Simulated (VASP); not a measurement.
# CdS (P6_3mc) in VASP: a series of runs

The runs below take CdS through single point, with PBE.

Everything below comes from runs of VASP 6.6.1. Logs are shortened: lines on timing, memory, paths and dates and some standing lists are left out, and cuts for length are marked.

## 1. The cell of the first run

It takes space group P6_3mc (No. 186, hexagonal). Conventional cell: a = 4.165 Å, b = 4.165 Å, c = 6.698 Å, α = 90.00°, β = 90.00°, γ = 120.00°. Within 3.3 Å of Cd (site symmetry 3m) lie 4 S at 2.54 Å. Within 3.3 Å of S (site symmetry 3m) lie 4 Cd at 2.54 Å.

## 2. Single point, PBE (uniaxial z strain -1.0%)

INCAR

```
SYSTEM = CdS
ALGO = Normal ; EDIFF = 1E-6
ENCUT = 520 ; GGA = PE
ISIF = 2 ; ISMEAR = 0
LASPH = .TRUE. ; LCHARG = .TRUE.
LELF = .TRUE. ; LREAL = .FALSE.
LVHAR = .TRUE. ; LWAVE = .FALSE.
NBANDS = 26 ; NELM = 60
PREC = Accurate ; SIGMA = 0.01
```

KPOINTS

```
k-points
0
G
  6 6 2
  0 0 0
```

POSCAR

```
CdS
1.0
    4.1646012827      0.0000000000      0.0000000000
   -2.0823006414      3.6066505075      0.0000000000
    0.0000000000      0.0000000000      6.6983503851
Cd S
2 2
Direct
    0.3333333333      0.6666666667     -0.0021755764
    0.6666666667      0.3333333333      0.4978244236
    0.3333333333      0.6666666667      0.3771755764
    0.6666666667      0.3333333333      0.8771755764
```

Potentials or basis: VASP PAW PBE potentials, release 64 (Cd, S).

Run with:

```
$ cat potpaw_PBE.64/Cd/POTCAR potpaw_PBE.64/S/POTCAR > POTCAR
$ mpirun -np 1 vasp_std > vasp.out
```

OUTCAR:

```text
SYSTEM = CdS
   EDIFF = 1E-6
   ENCUT = 520
   GGA = PE
   ISIF = 2
   ISMEAR = 0
   LASPH = .TRUE.
   LREAL = .FALSE.
   NELM = 60
   PREC = Accurate

 ion  position               nearest neighbor table
   1  0.333  0.667  0.998-   4 2.54   4 2.54   4 2.54   3 2.54
   2  0.667  0.333  0.498-   3 2.54   3 2.54   3 2.54   4 2.54
   3  0.333  0.667  0.377-   2 2.54   2 2.54   2 2.54   1 2.54
   4  0.667  0.333  0.877-   1 2.54   1 2.54   1 2.54   2 2.54

  LATTYP: Found a hexagonal cell.
 ALAT       =     4.1646012827
 C/A-ratio  =     1.6084013644

  Lattice vectors:

 A1 = (   4.1646012827,   0.0000000000,   0.0000000000)
 A2 = (  -2.0823006414,   3.6066505075,   0.0000000000)
 A3 = (   0.0000000000,   0.0000000000,   6.6983503851)

Analysis of symmetry for initial positions (statically):
=====================================================================
 Subroutine PRICEL returns:
 Original cell was already a primitive cell.

 Routine SETGRP: Setting up the symmetry group for a
 hexagonal supercell.

 Subroutine GETGRP returns: Found 12 space group operations
 (whereof  6 operations were pure point group operations)
 out of a pool of 24 trial point group operations.

The static configuration has the point symmetry C_3v.
 The point group associated with its full space group is C_6v.

Analysis of symmetry for dynamics (positions and initial velocities):
=====================================================================
 Subroutine PRICEL returns:
 Original cell was already a primitive cell.

 Routine SETGRP: Setting up the symmetry group for a
 hexagonal supercell.

 Subroutine GETGRP returns: Found 12 space group operations
 (whereof  6 operations were pure point group operations)
 out of a pool of 24 trial point group operations.

The dynamic configuration has the point symmetry C_3v.
 The point group associated with its full space group is C_6v.

 Subroutine INISYM returns: Found 12 space group operations
 (whereof  6 operations are pure point group operations),
 and found     1 'primitive' translations

----------------------------------------------------------------------------------------

                                     Primitive cell

  volume of cell :     100.6110

  direct lattice vectors                    reciprocal lattice vectors
     4.164601283  0.000000000  0.000000000     0.240119025  0.138632784  0.000000000
    -2.082300641  3.606650507  0.000000000     0.000000000  0.277265568  0.000000000
     0.000000000  0.000000000  6.698350385     0.000000000  0.000000000  0.149290488

  length of vectors
     4.164601283  4.164601283  6.698350385     0.277265568  0.277265568  0.149290488

  position of ions in fractional coordinates (direct lattice)
     0.333333333  0.666666667  0.997824424
     0.666666667  0.333333333  0.497824424
     0.333333333  0.666666667  0.377175576
     0.666666667  0.333333333  0.877175576

  ion indices of the primitive-cell ions
   primitive index   ion index
                 1           1
                 2           2
                 3           3
                 4           4

----------------------------------------------------------------------------------------

 KPOINTS: k-points

Automatic generation of k-mesh.
 Grid dimensions read from file:
 generate k-points for:    6    6    2

 Generating k-lattice:

  Cartesian coordinates                     Fractional coordinates (reciprocal lattice)
     0.040019838  0.023105464  0.000000000     0.166666667  0.000000000  0.000000000
     0.000000000  0.046210928  0.000000000     0.000000000  0.166666667  0.000000000
     0.000000000  0.000000000  0.074645244     0.000000000  0.000000000  0.500000000

  Length of vectors
     0.046210928  0.046210928  0.074645244

  Shift w.r.t. Gamma in fractional coordinates (k-lattice)
     0.000000000  0.000000000  0.000000000

 Subroutine IBZKPT returns following result:
 ===========================================

 Found     14 irreducible k-points:

 Following reciprocal coordinates:
            Coordinates               Weight
  0.000000  0.000000  0.000000      1.000000
  0.166667 -0.000000  0.000000      6.000000
  0.333333 -0.000000  0.000000      6.000000
  0.500000  0.000000  0.000000      3.000000
  0.166667  0.166667  0.000000      6.000000
  0.333333  0.166667  0.000000     12.000000
  0.333333  0.333333  0.000000      2.000000
  0.000000  0.000000  0.500000      1.000000
  0.166667 -0.000000  0.500000      6.000000
  0.333333 -0.000000  0.500000      6.000000
  0.500000  0.000000  0.500000      3.000000
  0.166667  0.166667  0.500000      6.000000
  0.333333  0.166667  0.500000     12.000000
  0.333333  0.333333  0.500000      2.000000
   k-points           NKPTS =     14   k-points in BZ     NKDIM =     14   number of bands    NBANDS=     26
   number of dos      NEDOS =    301   number of ions     NIONS =      4
   total plane-waves  NPLWV =  51200
   dimension x,y,z NGX =    32 NGY =   32 NGZ =   50
   dimension x,y,z NGXF=    64 NGYF=   64 NGZF=  100
   ions per type =               2   2
   NGX,Y,Z   is equivalent  to a cutoff of  12.77, 12.77, 12.41 a.u.
   NGXF,Y,Z  is equivalent  to a cutoff of  25.55, 25.55, 24.82 a.u.
 SYSTEM =  CdS
   PREC   = accura    normal or accurate (medium, high low for compatibility)
   ISTART =      0    job   : 0-new  1-cont  2-samecut
   ICHARG =      2    charge: 1-file 2-atom 10-const
   ISPIN  =      1    spin polarized calculation?
   LNONCOLLINEAR =      F non collinear calculations
   LSORBIT =      F    spin-orbit coupling
   LASPH  =      T    aspherical Exc in radial PAW
   ENCUT  =  520.0 eV  38.22 Ry    6.18 a.u.   7.74  7.74 12.45*2*pi/ulx,y,z
   NELM   =     60;   NELMIN=  2; NELMDL= -5     # of ELM steps
   EDIFF  = 0.1E-05   stopping-criterion for ELM
   LREAL  =      F    real-space projection
   EDIFFG = 0.1E-04   stopping-criterion for IOM
   NSW    =      0    number of steps for IOM
   IBRION =     -1    ionic relax: 0-MD 1-quasi-New 2-CG
   NFREE  =      0    steps in history (QN), initial steepest desc. (CG)
   ISIF   =      2    stress and relaxation
   ISYM   =      2    0-nonsym 1-usesym 2-fastsym
   POTIM  = 0.5000    time-step for ionic-motion
   TEBEG  =    0.0;   TEEND  =   0.0 temperature during run
   PSTRESS=    0.0 pullay stress
   NELECT =      36.0000    total number of electrons
   NUPDOWN=      -1.0000    fix difference up-down
   EMIN   =  10.00;   EMAX   =-10.00  energy-range for DOS
   EFERMI =   0.00;   METHOD = LEGACY
   ISMEAR =     0;   SIGMA  =   0.01  broadening in eV -4-tet -1-fermi 0-gaus
   EFERMI_NEDOS =   21; number of points for ismear=-14 and -15
   IALGO  =     38    algorithm
   IMIX   =      4    mixing-type and parameters
     AMIX     =   0.40;   BMIX     =  1.00
     AMIX_MAG =   1.60;   BMIX_MAG =  1.00
  volume/ion in A,a.u.               =      25.15       169.74
  Fermi-wavevector in a.u.,A,eV,Ry     =   1.162235  2.196305 18.378611  1.350790
  Thomas-Fermi vector in A             =   2.298798
   LORBIT       =      0    0 simple, 1 ext, 2 COOP (PROOUT), +10 PAW based schemes
   GGA     = PE    functional components
   LHFCALC =     F    Hartree Fock is set to
   AEXX    =    0.0000 exact exchange contribution
   IVDW    =     0    specifies the selected vdW correction
   LEPSILON=     F    determine dielectric tensor
   LRPA    =     F    only Hartree local field effects (RPA)
 non-spin polarized calculation
 Gauss-broadening in eV      SIGMA  =   0.01
  energy-cutoff  :      520.00
  volume of cell :      100.61
 maximum number of plane-waves:      2742
 NGX is ok and might be reduce to    32
   NGX = 15   NGY = 15   NGZ = 25

 number of electron      36.0000002 magnetization

 Free energy of the ion-electron system (eV)
  ---------------------------------------------------
  ext. energy  EPLUGINS =         0.00000000
  ---------------------------------------------------
  free energy    TOTEN  =       -12.26638615 eV

  energy without entropy =      -12.26638615  energy(sigma->0) =      -12.26638615

 E-fermi :   1.2441     XC(G=0):  -9.0780

 val. band max:        1.1814962416   @ k =   0.0000   0.0000   0.0000
 cond. band min:       2.3968216504   @ k =   0.0000   0.0000   0.0000
 fundamental gap:      1.2153254088
 Fermi energy:         1.2441016944

 k-point     1 :       0.0000    0.0000    0.0000
  band No.  band energies     occupation
      1     -11.0932      2.00000
      2     -10.6674      2.00000
      3      -6.4590      2.00000
      4      -6.4590      2.00000
      5      -6.4557      2.00000
      6      -6.3782      2.00000
[... 18 lines left out ...]
     25       8.7393      0.00000
     26       8.9481      0.00000

 k-point     2 :       0.1667   -0.0000    0.0000
  band No.  band energies     occupation
      1     -11.0015      2.00000
      2     -10.6289      2.00000
      3      -6.4308      2.00000
      4      -6.4219      2.00000
      5      -6.3826      2.00000
      6      -6.3313      2.00000
[... 18 lines left out ...]
     25       8.7453      0.00000
     26       9.3140      0.00000

 k-point     3 :       0.3333   -0.0000    0.0000
  band No.  band energies     occupation
      1     -10.8032      2.00000
      2     -10.5655      2.00000
      3      -6.3794      2.00000
      4      -6.3643      2.00000
      5      -6.2397      2.00000
      6      -6.2193      2.00000
[... 18 lines left out ...]
     25       9.5376      0.00000
     26      10.0438      0.00000

 k-point     4 :       0.5000    0.0000    0.0000
  band No.  band energies     occupation
      1     -10.6856      2.00000
      2     -10.5520      2.00000
      3      -6.3649      2.00000
      4      -6.3463      2.00000
      5      -6.1687      2.00000
      6      -6.1618      2.00000
[... 18 lines left out ...]
     25       9.6593      0.00000
     26      11.2468      0.00000
[... 206 lines left out ...]
      1     -10.7079      2.00000
      2     -10.7079      2.00000
      3      -6.3369      2.00000
      4      -6.3369      2.00000
      5      -6.3110      2.00000
      6      -6.3110      2.00000
[... 18 lines left out ...]
     25       9.1835      0.00000
     26       9.1835      0.00000

 k-point    13 :       0.3333    0.1667    0.5000
  band No.  band energies     occupation
      1     -10.6084      2.00000
      2     -10.6084      2.00000
      3      -6.3100      2.00000
      4      -6.3100      2.00000
      5      -6.2611      2.00000
      6      -6.2611      2.00000
[... 18 lines left out ...]
     25       9.6445      0.00000
     26       9.6445      0.00000

 k-point    14 :       0.3333    0.3333    0.5000
  band No.  band energies     occupation
      1     -10.5764      2.00000
      2     -10.5764      2.00000
      3      -6.2811      2.00000
      4      -6.2811      2.00000
      5      -6.2585      2.00000
      6      -6.2585      2.00000
[... 18 lines left out ...]
     25      10.5385      0.00000
     26      10.5385      0.00000

------------------------ aborting loop because EDIFF is reached ----------------------------------------

  FORCE on cell =-STRESS in cart. coord.  units (eV):
  Direction    XX          YY          ZZ          XY          YZ          ZX
  --------------------------------------------------------------------------------------
  -------------------------------------------------------------------------------------
  Total        1.3390894      1.3390894      1.6553224     -0.0000000      0.0000000     -0.0000000
  in kB       21.3243006     21.3243006     26.3601470     -0.0000000      0.0000000     -0.0000000
  external PRESSURE =      23.0029161 kB  Pullay stress =       0.0000000 kB

 VOLUME and BASIS-vectors are now :
 -----------------------------------------------------------------------------
  energy-cutoff  :      520.00
  volume of cell :      100.61
      direct lattice vectors                 reciprocal lattice vectors
     4.164601283  0.000000000  0.000000000     0.240119025  0.138632784  0.000000000
    -2.082300641  3.606650507  0.000000000     0.000000000  0.277265568  0.000000000
     0.000000000  0.000000000  6.698350385     0.000000000  0.000000000  0.149290488

 POSITION                                       TOTAL-FORCE (eV/Angst)
 -----------------------------------------------------------------------------------
     -0.00000      2.40443      6.68378         0.000000      0.000000      0.003736
      2.08230      1.20222      3.33460        -0.000000     -0.000000      0.003736
     -0.00000      2.40443      2.52645         0.000000     -0.000000     -0.003736
      2.08230      1.20222      5.87563         0.000000      0.000000     -0.003736
 -----------------------------------------------------------------------------------
    total drift:                               -0.000000     -0.000000     -0.000076

  FREE ENERGIE OF THE ION-ELECTRON SYSTEM (eV)
  ---------------------------------------------------
  free  energy   TOTEN  =       -12.2663861510 eV

  energy  without entropy=      -12.2663861510  energy(sigma->0) =      -12.26638615
```

Wall time 22 s (1 thread of Intel Xeon 6975P-C (Granite Rapids), shared host); peak memory 0.22 GiB.

What came out:

```yaml
Free_energy: -12.2664 eV
Pressure: 2.3 GPa
Largest_force: 0.004 eV/Å
Band_gap_on_the_k_mesh: 1.22 eV
```

Forces on the atoms (eV/Å):
```
Cd   0.000  0.000  0.004
Cd   0.000  0.000  0.004
S    0.000  0.000 -0.004
S    0.000  0.000 -0.004
```

Caveat: the k points lie up to 0.47 Å⁻¹ apart; the cell differs from its parent crystal (uniaxial z strain -1.0%).

## 3. Single point, PBE (uniaxial z strain +1.0%)

INCAR

```
SYSTEM = CdS
PREC = Accurate
ENCUT = 520
EDIFF = 1E-7
ISMEAR = 0
SIGMA = 0.01
LREAL = .FALSE.
LASPH = .TRUE.
NELM = 100
ALGO = Normal
ISIF = 2
LWAVE = .FALSE.
LCHARG = .FALSE.
GGA = PE
NBANDS = 26
```

KPOINTS

```
regular mesh
0
G
  6 6 2
  0 0 0
```

POSCAR

```
CdS
1.0
    4.1646012827      0.0000000000      0.0000000000
   -2.0823006414      3.6066505075      0.0000000000
    0.0000000000      0.0000000000      6.8336705949
Cd S
2 2
Direct
    0.3333333333      0.6666666667      0.0001468416
    0.6666666667      0.3333333333      0.5001468416
    0.3333333333      0.6666666667      0.3748531584
    0.6666666667      0.3333333333      0.8748531584
```

Potentials or basis: VASP PAW PBE potentials, release 64 (Cd, S).

Run with:

```
$ cat potpaw_PBE.64/Cd/POTCAR potpaw_PBE.64/S/POTCAR > POTCAR
$ mpirun -np 1 vasp_std > vasp.out
```

Wall time 22 s (1 thread of Intel Xeon 6975P-C (Granite Rapids), shared host); peak memory 0.23 GiB.

It converged, with:

```yaml
Free_energy: -12.2886 eV
Pressure: 1.1 GPa
Largest_force: 0.004 eV/Å
Band_gap_on_the_k_mesh: 1.13 eV
```

Forces in eV/Å, atoms in the order of the input:
```
Cd   0.000  0.000  0.004
Cd   0.000  0.000  0.004
S    0.000  0.000 -0.004
S    0.000  0.000 -0.004
```

Stress tensor (GPa, compression positive):
```
1.24 0.00 0.00
0.00 1.24 0.00
0.00 0.00 0.79
```

Levels at points of the mesh, in eV from the valence-band top:
```csv
k point,band 16,band 17,band 18,band 19,band 20,band 21
"(0.00, 0.00, 0.00)",-0.07,0.00,0.00,1.13,2.81,6.51
"(0.50, 0.00, 0.00)",-1.76,-1.24,-0.71,3.64,3.91,5.07
"(0.00, 0.00, 0.50)",-0.36,-0.36,-0.36,2.80,2.80,6.13
"(0.50, 0.00, 0.50)",-1.30,-1.26,-1.26,3.44,3.44,5.36
```

Caveat: the k points lie up to 0.46 Å⁻¹ apart; the cell differs from its parent crystal (uniaxial z strain +1.0%).

## 4. Single point, PBE (uniaxial z strain +2.0%)

INCAR

```
PREC = Accurate
ENCUT = 520
EDIFF = 1E-7
ISMEAR = 0
SIGMA = 0.01
LREAL = False
LASPH = True
NELM = 60
ALGO = Normal
ISIF = 2
LWAVE = False
LCHARG = False
GGA = PE
NBANDS = 26
```

KPOINTS

```
regular mesh
0
Gamma
  6 6 2
```

POSCAR

```
CdS
1.0
    4.1646012827      0.0000000000      0.0000000000
   -2.0823006414      3.6066505075      0.0000000000
    0.0000000000      0.0000000000      6.9013306998
Cd S
2 2
Direct
    0.3333333333      0.6666666667      0.0011599658
    0.6666666667      0.3333333333      0.5011599658
    0.3333333333      0.6666666667      0.3738400342
    0.6666666667      0.3333333333      0.8738400342
```

Run with:

```
$ cat potpaw_PBE.64/Cd/POTCAR potpaw_PBE.64/S/POTCAR > POTCAR
$ mpirun -np 1 vasp_std > vasp.out
```

Run time: 23 s. Hardware: 1 thread of Intel Xeon 6975P-C (Granite Rapids), shared host; peak memory 0.23 GiB.

It converged, with:

| Item | Value |
| --- | --- |
| Free energy | -12.2910 eV |
| Pressure | 0.5 GPa |
| Largest force | 0.005 eV/Å |
| Band gap on the k mesh | 1.09 eV |

Forces in eV/Å, atoms in the order of the input:
```
Cd   0.000  0.000  0.005
Cd   0.000  0.000  0.005
S    0.000  0.000 -0.005
S    0.000  0.000 -0.005
```

Stress tensor (GPa, compression positive):
```
 0.84  0.00  0.00
 0.00  0.84  0.00
 0.00  0.00 -0.12
```

Levels at points of the mesh, in eV from the valence-band top:
| k point | band 15 | band 16 | band 17 | band 18 | band 19 | band 20 | band 21 | band 22 |
| --- | --- | --- | --- | --- | --- | --- | --- | --- |
| (0.00, 0.00, 0.00) | -0.68 | -0.10 | 0.00 | 0.00 | 1.09 | 2.85 | 6.54 | 6.54 |
| (0.50, 0.00, 0.00) | -2.51 | -1.71 | -1.25 | -0.70 | 3.59 | 3.94 | 5.03 | 6.15 |
| (0.00, 0.00, 0.50) | -0.35 | -0.35 | -0.35 | -0.35 | 2.78 | 2.78 | 6.08 | 6.08 |
| (0.50, 0.00, 0.50) | -1.32 | -1.32 | -1.23 | -1.23 | 3.39 | 3.39 | 5.34 | 5.34 |

Caveat: the k points lie up to 0.46 Å⁻¹ apart; the cell differs from its parent crystal (uniaxial z strain +2.0%).

## 5. Single point, PBE (uniaxial z strain +3.0%)

INCAR

```
PREC = Accurate
ENCUT = 520
EDIFF = 1E-7
ISMEAR = 0
SIGMA = 0.01
LREAL = False
LASPH = True
NELM = 100
ALGO = Normal
ISIF = 2
LWAVE = False
LCHARG = True
GGA = PE
LELF = True
LVHAR = True
NBANDS = 26
```

KPOINTS

```
Automatic mesh
0
Gamma
  6 6 2
```

POSCAR

```
CdS
1.0
    4.1646012827      0.0000000000      0.0000000000
   -2.0823006414      3.6066505075      0.0000000000
    0.0000000000      0.0000000000      6.9689908047
Cd S
2 2
Direct
    0.3333333333      0.6666666667      0.0020941798
    0.6666666667      0.3333333333      0.5020941798
    0.3333333333      0.6666666667      0.3729058202
    0.6666666667      0.3333333333      0.8729058202
```

Run with:

```
$ cat potpaw_PBE.64/Cd/POTCAR potpaw_PBE.64/S/POTCAR > POTCAR
$ mpirun -np 1 vasp_std > vasp.out
```

Wall time 22 s (1 thread of Intel Xeon 6975P-C (Granite Rapids), shared host); peak memory 0.23 GiB.

It converged, with:

| Property | Result |
| --- | --- |
| Free energy | -12.2878 eV |
| Pressure | 0.0 GPa |
| Largest force | 0.005 eV/Å |
| Band gap on the k mesh | 1.05 eV |

Forces on the atoms (eV/Å):
```
Cd   0.000  0.000  0.005
Cd   0.000  0.000  0.005
S    0.000  0.000 -0.005
S    0.000  0.000 -0.005
```

Stress tensor (GPa, compression positive):
```
 0.47  0.00  0.00
 0.00  0.47  0.00
 0.00  0.00 -1.01
```

Levels at points of the mesh, in eV from the valence-band top:
```csv
k point,band 15,band 16,band 17,band 18,band 19,band 20,band 21,band 22
"(0.00, 0.00, 0.00)",-0.66,-0.13,0.00,0.00,1.05,2.88,6.51,6.57
"(0.50, 0.00, 0.00)",-2.49,-1.67,-1.25,-0.68,3.54,3.96,4.98,6.05
"(0.00, 0.00, 0.50)",-0.34,-0.34,-0.34,-0.34,2.77,2.77,6.03,6.03
"(0.50, 0.00, 0.50)",-1.33,-1.33,-1.20,-1.20,3.35,3.35,5.33,5.33
```

Caveat: the k points lie up to 0.45 Å⁻¹ apart; the cell differs from its parent crystal (uniaxial z strain +3.0%).

## 6. Summary

```tsv
cell	gap on the mesh (eV)	pressure (GPa)
a = 4.165, b = 4.165, c = 6.698 Å, angles 90.0, 90.0, 120.0°, 4 atoms, uniaxial z strain -1.0%	1.22	2.3
a = 4.165, b = 4.165, c = 6.834 Å, angles 90.0, 90.0, 120.0°, 4 atoms, uniaxial z strain +1.0%	1.13	1.1
a = 4.165, b = 4.165, c = 6.901 Å, angles 90.0, 90.0, 120.0°, 4 atoms, uniaxial z strain +2.0%	1.09	0.5
a = 4.165, b = 4.165, c = 6.969 Å, angles 90.0, 90.0, 120.0°, 4 atoms, uniaxial z strain +3.0%	1.05	0.0
```

Alike in all rows: task single point; level PBE; potentials or basis VASP PAW PBE potentials, release 64 (Cd, S); no spin polarisation; k mesh 6 × 6 × 2; cutoff (eV) 520; smearing gaussian 0.01 eV.

Caveats: all runs use coarse meshes.

Absolute energies hang on the potentials; compare differences alone.
